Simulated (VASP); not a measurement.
Crystal: Al.

```
Al
1.0
     0.00000    2.02500    2.02500
     2.02500    0.00000    2.02500
     2.02500    2.02500    0.00000
Al
1
Cartesian
  0.0000 0.0000 0.0000
```

- Program: VASP 6.6.1
- Task: relaxation of cell and atoms
- Functional: LDA
- Potentials or basis: VASP PAW LDA potentials, release 64 (Al)
- Cutoff: 600 eV
- k mesh: 34 × 34 × 34
- Occupations: gaussian, width 0.1 eV
- Spin: no spin polarisation

At the start: pressure -3.7 GPa; volume 16.61 Å³/atom.

Task: How do energy, volume and symmetry change on relaxing?

Result: Over 3 steps the energy falls by 9.6 meV/atom and the volume is 15.81 Å³/atom (-4.8 %); space group Fm-3m (No. 225, to 0.05 Å).

The path:
| step | energy change (eV) | largest force (eV/Å) | pressure (GPa) | volume (Å³) |
| --- | --- | --- | --- | --- |
| 1 | 0.0000 | 0.0000 | -3.69 | 16.61 |
| 2 | -0.0095 | 0.0000 | 0.56 | 15.71 |
| 3 | -0.0096 | 0.0000 | 0.00 | 15.81 |

Final structure:
```yaml
crystal:
  lattice:
    - [0.00000, 1.99197, 1.99197]
    - [1.99197, 0.00000, 1.99197]
    - [1.99197, 1.99197, 0.00000]
  atoms:
    - { symbol: Al, position: [0.00000, 0.00000, 0.00000] }
```
